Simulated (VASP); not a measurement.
A run of VASP 6.6.1:

The input INCAR:

```
SYSTEM = NbP
PREC     = Accurate       ! precision mode
ENCUT    = 520            ! plane-wave cutoff, eV
EDIFF    = 1E-6           ! SCF threshold, eV
ISMEAR   = 0              ! smearing method
SIGMA    = 0.15           ! smearing width, eV
LREAL    = .FALSE.        ! projectors in reciprocal space
LASPH    = .TRUE.         ! aspherical terms in the spheres
NELM     = 100            ! most SCF steps
ALGO     = Normal         ! electronic algorithm
ISIF     = 2              ! what is computed and relaxed
LWAVE    = .FALSE.        ! write WAVECAR
LCHARG   = .FALSE.        ! write CHGCAR
GGA      = PE             ! functional
NBANDS   = 46             ! bands
```

KPOINTS

```
Automatic mesh
0
G
  14 14 4
  0 0 0
```

Contents of POSCAR:

```
NbP
1.0
    0.0000000000     -3.3470468457      0.0000000000
   -3.3470468457      0.0000000000      0.0000000000
    0.0000000000      0.0000000000    -11.4279644616
Nb P
4 4
Direct
    0.0000000000      0.0000000000      0.2499653172
    0.5000000000      0.5000000000      0.7499653172
    1.0000000000      0.5000000000      0.4999653172
    0.5000000000      0.0000000000      0.9999653172
    0.5000000000      0.5000000000      0.1674061078
    0.0000000000      1.0000000000      0.6674061078
    0.5000000000      0.0000000000      0.4174061078
    0.0000000000      0.5000000000      0.9174061078
```

Potentials or basis: VASP PAW PBE potentials, release 64 (Nb_sv, P).

The run is started by

```console
$ cat potpaw_PBE.64/Nb_sv/POTCAR potpaw_PBE.64/P/POTCAR > POTCAR
$ mpirun -np 1 vasp_std > vasp.out
```

Hardware: 1 thread of Intel(R) Xeon(R) Platinum 8488C (Sapphire Rapids), with other jobs on the host.

Task: Estimate the wall time of this run.

Result: Wall time 7.4 min on 1 thread of Intel(R) Xeon(R) Platinum 8488C (Sapphire Rapids) (shared host), peak memory 0.57 GiB. Counts: scf iterations 14, k points 108.
